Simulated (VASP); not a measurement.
# TaN (P6_3/mmc) in VASP: single point with PBEsol

Aim: the single point of TaN with PBEsol.

All numbers are computed with VASP 6.6.1; they aren't measurements. Logs are shortened: lines on timing, memory, paths and dates and some standing lists are left out, and cuts for length are marked.

## (1) The cell of the first run

Symmetry: P6_3/mmc, No. 194, hexagonal system. Conventional cell: a = 2.851 Å, b = 2.851 Å, c = 5.860 Å, α = 90.00°, β = 90.00°, γ = 120.00°. Within 3.0 Å of Ta (site symmetry -3m) lie 6 N at 2.20 Å and 8 Ta at 2.85 to 2.93 Å. N (site symmetry -6m2) has 6 Ta at 2.20 Å and 6 N at 2.85 Å within 2.9 Å.

## (2) Single point, PBEsol

The input, INCAR:

```
  PREC = Accurate
  ENCUT = 600
  EDIFF = 1E-6
  ISMEAR = 0
  SIGMA = 0.15
  LREAL = False
  LASPH = True
  NELM = 120
  ALGO = Normal
  ISIF = 2
  LWAVE = False
  LCHARG = False
  GGA = PS
  NBANDS = 26
  GGA_COMPAT = False
```

The input, KPOINTS:

```
regular mesh
0
Gamma
  15 15 8
```

The input, POSCAR:

```
TaN
1.0
    2.8507545421      0.0000000000      0.0000000000
   -1.4253772710      2.4688258534      0.0000000000
    0.0000000000      0.0000000000      5.8600190937
Ta N
2 2
Direct
    0.0000000000      0.0000000000      0.0000000000
    0.0000000000      0.0000000000      0.5000000000
    0.3333333333      0.6666666667      0.2500000000
    0.6666666667      0.3333333333      0.7500000000
```

Potentials or basis: VASP PAW PBE potentials, release 64 (Ta_sv_GW, N).

Launch:

```
> cat potpaw_PBE.64/Ta_sv_GW/POTCAR potpaw_PBE.64/N/POTCAR > POTCAR
> mpirun -np 1 vasp_std > vasp.out
```

OUTCAR:

```text
PREC = Accurate
   ENCUT = 600
   EDIFF = 1E-6
   ISMEAR = 0
   LREAL = False
   LASPH = True
   NELM = 120
   ISIF = 2
   GGA = PS

 ion  position               nearest neighbor table
   1  0.000  0.000  0.000-   3 2.20   4 2.20   3 2.20   4 2.20   4 2.20   3 2.20   2 2.93   2 2.93

   2  0.000  0.000  0.500-   3 2.20   4 2.20   3 2.20   4 2.20   4 2.20   3 2.20   1 2.93   1 2.93

   3  0.333  0.667  0.250-   1 2.20   2 2.20   1 2.20   2 2.20   1 2.20   2 2.20
   4  0.667  0.333  0.750-   1 2.20   2 2.20   1 2.20   2 2.20   1 2.20   2 2.20

  LATTYP: Found a hexagonal cell.
 ALAT       =     2.8507545421
 C/A-ratio  =     2.0556028263

  Lattice vectors:

 A1 = (   2.8507545421,   0.0000000000,   0.0000000000)
 A2 = (  -1.4253772710,   2.4688258534,   0.0000000000)
 A3 = (   0.0000000000,   0.0000000000,   5.8600190937)

Analysis of symmetry for initial positions (statically):
=====================================================================
 Subroutine PRICEL returns:
 Original cell was already a primitive cell.

 Routine SETGRP: Setting up the symmetry group for a
 hexagonal supercell.

 Subroutine GETGRP returns: Found 24 space group operations
 (whereof 12 operations were pure point group operations)
 out of a pool of 24 trial point group operations.

The static configuration has the point symmetry D_3d.
 The point group associated with its full space group is D_6h.

Analysis of symmetry for dynamics (positions and initial velocities):
=====================================================================
 Subroutine PRICEL returns:
 Original cell was already a primitive cell.

 Routine SETGRP: Setting up the symmetry group for a
 hexagonal supercell.

 Subroutine GETGRP returns: Found 24 space group operations
 (whereof 12 operations were pure point group operations)
 out of a pool of 24 trial point group operations.

The dynamic configuration has the point symmetry D_3d.
 The point group associated with its full space group is D_6h.

 Subroutine INISYM returns: Found 24 space group operations
 (whereof 12 operations are pure point group operations),
 and found     1 'primitive' translations

----------------------------------------------------------------------------------------

                                     Primitive cell

  volume of cell :      41.2429

  direct lattice vectors                    reciprocal lattice vectors
     2.850754542  0.000000000  0.000000000     0.350784322  0.202525423  0.000000000
[... 90 lines left out ...]
   EDIFF  = 0.1E-05   stopping-criterion for ELM
   LREAL  =      F    real-space projection
   EDIFFG = 0.1E-04   stopping-criterion for IOM
   NSW    =      0    number of steps for IOM
   IBRION =     -1    ionic relax: 0-MD 1-quasi-New 2-CG
   NFREE  =      0    steps in history (QN), initial steepest desc. (CG)
   ISIF   =      2    stress and relaxation
   ISYM   =      2    0-nonsym 1-usesym 2-fastsym
   POTIM  = 0.5000    time-step for ionic-motion
   TEBEG  =    0.0;   TEEND  =   0.0 temperature during run
   PSTRESS=    0.0 pullay stress
   NELECT =      36.0000    total number of electrons
   NUPDOWN=      -1.0000    fix difference up-down
   EMIN   =  10.00;   EMAX   =-10.00  energy-range for DOS
   EFERMI =   0.00;   METHOD = LEGACY
   ISMEAR =     0;   SIGMA  =   0.15  broadening in eV -4-tet -1-fermi 0-gaus
   EFERMI_NEDOS =   21; number of points for ismear=-14 and -15
   IALGO  =     38    algorithm
   IMIX   =      4    mixing-type and parameters
     AMIX     =   0.40;   BMIX     =  1.00
     AMIX_MAG =   1.60;   BMIX_MAG =  1.00
  volume/ion in A,a.u.               =      10.31        69.58
  Fermi-wavevector in a.u.,A,eV,Ry     =   1.564561  2.956592 33.305046  2.447852
  Thomas-Fermi vector in A             =   2.667167
   LORBIT       =      0    0 simple, 1 ext, 2 COOP (PROOUT), +10 PAW based schemes
   GGA     = PS    functional components
   LHFCALC =     F    Hartree Fock is set to
   AEXX    =    0.0000 exact exchange contribution
   IVDW    =     0    specifies the selected vdW correction
   LEPSILON=     F    determine dielectric tensor
   LRPA    =     F    only Hartree local field effects (RPA)
 non-spin polarized calculation
 Gauss-broadening in eV      SIGMA  =   0.15
  energy-cutoff  :      600.00
  volume of cell :       41.24
 maximum number of plane-waves:      1392
 NGX is ok and might be reduce to    24
   NGX = 11   NGY = 11   NGZ = 23

 number of electron      35.9999995 magnetization

 Free energy of the ion-electron system (eV)
  ---------------------------------------------------
  ext. energy  EPLUGINS =         0.00000000
  ---------------------------------------------------
  free energy    TOTEN  =       -51.80428894 eV

  energy without entropy =      -51.79413029  energy(sigma->0) =      -51.79920962

 E-fermi :  12.9206     XC(G=0): -14.1310

 val. band max:       12.9072884729   @ k =   0.3333   0.3333   0.1250
 cond. band min:      12.9594711453   @ k =   0.0667   0.0667   0.2500
 fundamental gap:      0.0521826724
 Fermi energy:        12.9205522926

 k-point     1 :       0.0000    0.0000    0.0000
  band No.  band energies     occupation
      1     -55.4323      2.00000
      2     -55.3897      2.00000
      3     -22.6086      2.00000
      4     -21.7426      2.00000
      5     -21.3839      2.00000
      6     -21.3839      2.00000
[... 685 lines left out ...]
     25      20.0213      0.00000
     26      21.0649      0.00000

 [... further k-points ...]

------------------------ aborting loop because EDIFF is reached ----------------------------------------

  FORCE on cell =-STRESS in cart. coord.  units (eV):
  Direction    XX          YY          ZZ          XY          YZ          ZX
  --------------------------------------------------------------------------------------
  -------------------------------------------------------------------------------------
  Total        3.1935960      3.1935960      1.2209346      0.0000000      0.0000000     -0.0000000
  in kB      124.0627058    124.0627058     47.4300590      0.0000000      0.0000000     -0.0000000
  external PRESSURE =      98.5184902 kB  Pullay stress =       0.0000000 kB

 VOLUME and BASIS-vectors are now :
 -----------------------------------------------------------------------------
  energy-cutoff  :      600.00
  volume of cell :       41.24
      direct lattice vectors                 reciprocal lattice vectors
     2.850754542  0.000000000  0.000000000     0.350784322  0.202525423  0.000000000
    -1.425377271  2.468825853  0.000000000     0.000000000  0.405050846  0.000000000
     0.000000000  0.000000000  5.860019094     0.000000000  0.000000000  0.170647908

 POSITION                                       TOTAL-FORCE (eV/Angst)
 -----------------------------------------------------------------------------------
      0.00000      0.00000      0.00000         0.000000      0.000000      0.000000
      0.00000      0.00000      2.93001         0.000000      0.000000      0.000000
     -0.00000      1.64588      1.46500        -0.000000      0.000000     -0.000000
      1.42538      0.82294      4.39501         0.000000     -0.000000      0.000000
 -----------------------------------------------------------------------------------
    total drift:                               -0.000000      0.000000      0.000000

  FREE ENERGIE OF THE ION-ELECTRON SYSTEM (eV)
  ---------------------------------------------------
  free  energy   TOTEN  =       -51.8042889402 eV

  energy  without entropy=      -51.7941302941  energy(sigma->0) =      -51.79920962
```

stdout:

```text
POSCAR found type information on POSCAR TaN
 POSCAR found :  2 types and       4 ions
 scaLAPACK will be used
 -----------------------------------------------------------------------------
|                                                                             |
|                                                                             |
|     You enforced a specific xc type in the INCAR file but a different       |
|     I HOPE YOU KNOW WHAT YOU ARE DOING!                                     |
|                                                                             |
 -----------------------------------------------------------------------------

 LDA part: xc-table for (Slater+PW92), standard interpolation
 POSCAR, INCAR and KPOINTS ok, starting setup
 FFT: planning ... GRIDC
 FFT: planning ... GRID_SOFT
 FFT: planning ... GRID
 WAVECAR not read
 entering main loop
```

Wall time 3 min (1 thread of Intel Xeon Platinum 8259CL at 2.50GHz (Skylake/Cascade Lake), shared host); peak memory 0.3 GiB.

Results:

* Free energy: -51.8043 eV
* Pressure: 9.9 GPa
* Band gap on the k mesh: zero (bands 18 and 19 overlap by 1.04 eV)

Stress tensor (GPa, compression positive):
```
12.41  0.00  0.00
 0.00 12.41  0.00
 0.00  0.00  4.74
```

Levels at points of the mesh, in eV from the Fermi level:
```
           k point  band 16  band 17  band 18  band 19  band 20  band 21
(0.00, 0.00, 0.00)    -1.92    -1.92    -0.26    -0.26     0.67     0.67
(0.00, 0.00, 0.50)    -3.90    -0.79    -0.79     1.09     1.09     1.09
```

Caveat: the stress differs along the axes, from 5 to 12 GPa; the PAW data sets were made with another functional, which shifts forces and pressure a little; spin-orbit coupling is left out, which moves the levels of the heavy elements.

The gap in the log of VASP goes by the Fermi energy; the results here count the filled bands.